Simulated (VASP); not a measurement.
## GaReSi: single point with PBE

GaReSi:

```xyz
6
Lattice="3.1942 0.0000 0.0000 0.0000 3.1942 0.0000 0.0000 0.0000 8.0540" Properties=species:S:1:pos:R:3 pbc="T T T"
Ga    1.5971    0.0000    7.3662
Ga    0.0000    1.5971    0.6878
Si    0.0000    1.5971    3.3440
Si    1.5971    0.0000    4.7100
Re    0.0000    1.5971    5.8845
Re    1.5971    0.0000    2.1695
```

```yaml
Program: VASP 6.6.1
Task: single point
Functional: PBE
Potentials_or_basis: VASP PAW PBE potentials, release 64 (Ga_d, Si, Re)
Cutoff: 520 eV
k_mesh: 6 × 6 × 2
Occupations: gaussian, width 0.1 eV
Spin: no spin polarisation
```

- Pressure: 3.9 GPa
- Largest force: 0.212 eV/Å
- Band gap on the k mesh: 0.25 eV, indirect (least direct gap 0.86 eV)

Forces on the atoms (eV/Å):
```
Ga   0.000  0.000  0.009
Ga   0.000  0.000 -0.009
Si   0.000  0.000  0.044
Si   0.000  0.000 -0.044
Re   0.000  0.000 -0.212
Re   0.000  0.000  0.212
```

Stress tensor (GPa, compression positive):
```
3.69 0.00 0.00
0.00 3.69 0.00
0.00 0.00 4.26
```

Levels at points of the mesh, in eV from the valence-band top:
| k point | band 20 | band 21 | band 22 | band 23 | band 24 | band 25 | band 26 | band 27 | band 28 | band 29 |
| --- | --- | --- | --- | --- | --- | --- | --- | --- | --- | --- |
| (0.00, 0.00, 0.00) | -2.15 | -0.93 | -0.93 | -0.10 | 0.00 | 0.86 | 0.86 | 3.33 | 4.03 | 4.39 |
| (0.50, 0.00, 0.00) | -2.74 | -2.40 | -2.40 | -0.86 | -0.86 | 1.54 | 1.54 | 2.95 | 2.95 | 4.69 |
| (0.50, 0.50, 0.00) | -3.30 | -3.29 | -3.29 | -0.93 | -0.93 | 1.79 | 1.79 | 2.32 | 2.32 | 3.54 |
| (0.00, 0.00, 0.50) | -2.01 | -1.42 | -1.42 | -0.10 | 0.00 | 1.78 | 2.34 | 2.34 | 2.59 | 2.59 |
| (0.50, 0.00, 0.50) | -2.86 | -2.76 | -2.76 | -0.79 | -0.79 | 1.69 | 1.69 | 3.62 | 3.62 | 4.67 |
| (0.50, 0.50, 0.50) | -2.46 | -1.75 | -1.75 | -1.56 | -1.56 | 0.54 | 0.54 | 1.79 | 1.79 | 3.24 |

Run time: 76 s on 1 thread of AMD EPYC 7R43 64-Core Processor (Zen 3) (shared host), peak memory 0.17 GiB.

Caveat: spin-orbit coupling is left out, which moves the levels of the heavy elements. A k mesh can miss the band edges.
